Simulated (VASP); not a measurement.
A run of VASP 6.6.1 is set up as follows.

Contents of INCAR:

```
  PREC = Accurate
  ENCUT = 520
  EDIFF = 1E-6
  ISMEAR = 0
  SIGMA = 0.15
  LREAL = F
  LASPH = T
  NELM = 60
  ALGO = Normal
  ISIF = 2
  LWAVE = F
  LCHARG = F
  GGA = PS
  NBANDS = 9
```

KPOINTS

```
regular mesh
0
Gamma
  20 20 20
```

Contents of POSCAR:

```
Se
1.0
   -1.6182761842      1.6182761842      1.6608623995
    1.6182761842     -1.6182761842      1.6608623995
    1.6182761842      1.6182761842     -1.6608623995
Se
1
Direct
    0.0000000000      0.0000000000      0.0000000000
```

Potentials or basis: VASP PAW PBE potentials, release 64 (Se).

Command:

```bash
$ cat potpaw_PBE.64/Se/POTCAR > POTCAR
$ mpirun -np 1 vasp_std > vasp.out
```

(1) Predict the band gap on the k mesh.

(2) What does it give for the pressure?

Answers

(1) zero (bands 3 and 4 overlap by 8.44 eV).

(2) 11.3 GPa.

Caveat: the cell differs from its parent crystal (strain -0.050 along x and y, -0.025 along z); the cell stands under pressure; the PAW data sets were made with another functional, which shifts forces and pressure a little.
